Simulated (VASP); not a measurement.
Wanted: the native input for a VASP 6.6.1 run.

```yaml
Task: single point
Functional: r2SCAN
Dispersion: rVV10
Potentials_or_basis: VASP PAW PBE potentials, release 64 (In_d, As)
Cutoff: 520 eV
k_mesh: 6 × 6 × 6
Occupations: gaussian, width 0.05 eV
Spin: no spin polarisation
Dipole_correction: no
Further_INCAR_settings: ALGO = Normal; EDIFF = 1e-07; NBANDS = 16
```

Crystal: InAs.

```
In As
1.0
     0.00000    3.04075    3.04075
     3.04075    0.00000    3.04075
     3.04075    3.04075    0.00000
In As
1 1
Cartesian
  0.0000 0.0000 0.0000
  4.5611 4.5611 4.5611
```

These files were run (other wordings do the same):

POSCAR

```
InAs
1.0
    0.0000000000      3.0407471684      3.0407471684
    3.0407471684      0.0000000000      3.0407471684
    3.0407471684      3.0407471684      0.0000000000
In As
1 1
Direct
    0.0000000000      0.0000000000      0.0000000000
    0.7500000000      0.7500000000      0.7500000000
```

INCAR.step1

```
SYSTEM = InAs
PREC     = Accurate       ! precision mode
ENCUT    = 520            ! plane-wave cutoff, eV
ISMEAR   = 0              ! smearing method
SIGMA    = 0.05           ! smearing width, eV
LREAL    = .FALSE.        ! projectors in reciprocal space
LASPH    = .TRUE.         ! aspherical terms in the spheres
NELM     = 100            ! most SCF steps
NBANDS   = 16             ! bands
GGA      = PE             ! functional
ALGO     = Normal         ! electronic algorithm
EDIFF    = 1E-4           ! SCF threshold, eV
LWAVE    = .TRUE.         ! write WAVECAR
LCHARG   = .FALSE.        ! write CHGCAR
```

INCAR.step2

```
SYSTEM = InAs
PREC     = Accurate       ! precision mode
ENCUT    = 520            ! plane-wave cutoff, eV
EDIFF    = 1E-7           ! SCF threshold, eV
ISMEAR   = 0              ! smearing method
SIGMA    = 0.05           ! smearing width, eV
LREAL    = .FALSE.        ! projectors in reciprocal space
LASPH    = .TRUE.         ! aspherical terms in the spheres
NELM     = 100            ! most SCF steps
ALGO     = Normal         ! electronic algorithm
ISIF     = 2              ! what is computed and relaxed
LWAVE    = .FALSE.        ! write WAVECAR
LCHARG   = .FALSE.        ! write CHGCAR
METAGGA  = R2SCAN         ! meta-GGA
LMIXTAU  = .TRUE.       
LUSE_VDW = .TRUE.       
IVDW_NL  = 2            
BPARAM   = 11.95        
CPARAM   = 0.0093       
NBANDS   = 16             ! bands
ISTART   = 1
```

KPOINTS

```
Automatic mesh
0
G
  6 6 6
  0 0 0
```

Potentials or basis: VASP PAW PBE potentials, release 64 (In_d, As).

Command:

```console
$ cat potpaw_PBE.64/In_d/POTCAR potpaw_PBE.64/As/POTCAR > POTCAR
$ cp INCAR.step1 INCAR
$ mpirun -np 1 vasp_std > vasp.out
$ cp INCAR.step2 INCAR
$ mpirun -np 1 vasp_std > vasp.out
```

It gave:

The pressure is 0.1 GPa. The band gap on the k mesh is 0.13 eV, direct.

Caveat: the PAW data sets were made with another functional, which shifts forces and pressure a little; spin-orbit coupling is left out, which moves the levels of the heavy elements.

It took 66 s on 1 thread of Intel(R) Xeon(R) 6975P-C (Granite Rapids), with other jobs on the host, peak memory 0.32 GiB.
